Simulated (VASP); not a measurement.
Wanted: the native input for a VASP 6.6.1 run.

```
Task                   : single point
Functional             : PBEsol
Potentials or basis    : VASP PAW PBE potentials, release 64 (Be, Te)
Cutoff                 : 520 eV
k mesh                 : 6 × 6 × 4
Occupations            : fermi-dirac, width 0.02 eV
Spin                   : no spin polarisation
Dipole correction      : no
Further INCAR settings : ALGO = Normal; EDIFF = 1e-07; NBANDS = 16
```

The structure of BeTe lies in POSCAR:

```
BeTe
1.0
    4.0304160423      0.0000000000      0.0000000000
   -2.0152080212      3.4904426805      0.0000000000
    0.0000000000      0.0000000000      7.1048135113
Be Te
2 2
Direct
    0.3333333333      0.6666666667      0.2500000000
    0.6666666667      0.3333333333      0.7500000000
    0.6666666667      0.3333333333      0.2500000000
    0.3333333333      0.6666666667      0.7500000000
```

These files were run (other wordings do the same):

INCAR

```
SYSTEM = BeTe
PREC     = Accurate       ! precision mode
ENCUT    = 520            ! plane-wave cutoff, eV
EDIFF    = 1E-7           ! SCF threshold, eV
ISMEAR   = -1             ! smearing method
SIGMA    = 0.02           ! smearing width, eV
LREAL    = .False.        ! projectors in reciprocal space
LASPH    = .True.         ! aspherical terms in the spheres
NELM     = 100            ! most SCF steps
ALGO     = Normal         ! electronic algorithm
ISIF     = 2              ! what is computed and relaxed
LWAVE    = .False.        ! write WAVECAR
LCHARG   = .False.        ! write CHGCAR
GGA      = PS             ! functional
NBANDS   = 16             ! bands
```

KPOINTS

```
Automatic mesh
0
Gamma
  6 6 4
  0 0 0
```

Potentials or basis: VASP PAW PBE potentials, release 64 (Be, Te).

Command:

```sh
$ cat potpaw_PBE.64/Be/POTCAR potpaw_PBE.64/Te/POTCAR > POTCAR
$ mpirun -np 1 vasp_std > vasp.out
```

It gave:

* Pressure: 0.2 GPa
* Band gap on the k mesh: 2.03 eV, indirect (least direct gap 2.43 eV)

Caveat: the PAW data sets were made with another functional, which shifts forces and pressure a little; spin-orbit coupling is left out, which moves the levels of the heavy elements.

Run time: 35 s on 1 thread of Intel(R) Xeon(R) Platinum 8259CL CPU @ 2.50GHz (Skylake/Cascade Lake), with other jobs on the host, peak memory 0.22 GiB.
